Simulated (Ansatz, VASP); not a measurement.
# MgS in VASP and in Ansatz

```
CELL_PARAMETERS angstrom
-0.00241 0.00468 3.70223
6.94544 -0.00549 -0.00430
-0.00533 6.97369 0.00864
ATOMIC_POSITIONS crystal
Mg 0.49277 0.66279 0.66604
Mg 0.25068 0.16332 0.83478
Mg 0.99708 0.33683 0.33456
Mg 0.75974 0.83729 0.16644
S 0.99312 0.83197 0.83100
S 0.75186 0.33160 0.66808
S 0.49690 0.16817 0.16791
S 0.25784 0.66802 0.33119
```

Change from the starting cell: cell x1, atoms moved at random (sigma 0.1 Å) and cell strained at random (1.5 %), then relaxed without symmetry.

Alike in both runs: functional PBE; k mesh 4 × 2 × 2; occupations gaussian, width 0.1 eV; no spin polarisation.

Ansatz relaxed the structure, and its values are those at the end. VASP's run is a single point on that final structure, the one shown.

|  | VASP | Ansatz |
| --- | --- | --- |
| version | VASP 6.6.1 | Ansatz 0.2.0 |
| potentials or method | VASP PAW PBE potentials, release 64 (Mg, S), cutoff 520 eV | scalar-relativistic, plane waves, PAW |
| valence electrons in the cell | 32 | 64 |

|  | VASP | Ansatz | Ansatz less VASP |
| --- | --- | --- | --- |
| gap on the k mesh at the Fermi level (eV) | 2.84 | 2.84 | +0.005 |
| least direct gap on the mesh (eV) | 2.84 | 2.84 | +0.005 |
| pressure (GPa) | -0.2 | 0.0 | +0.16 |
| rms of the force components (eV/Å) | 0.009 | 0.009 | -0.0002 |

VASP's potentials hold 32 valence electrons a cell and Ansatz's 64, so a difference there can come from the potentials and not from the codes.

The k mesh is coarse, so the values compare programs but aren't converged.
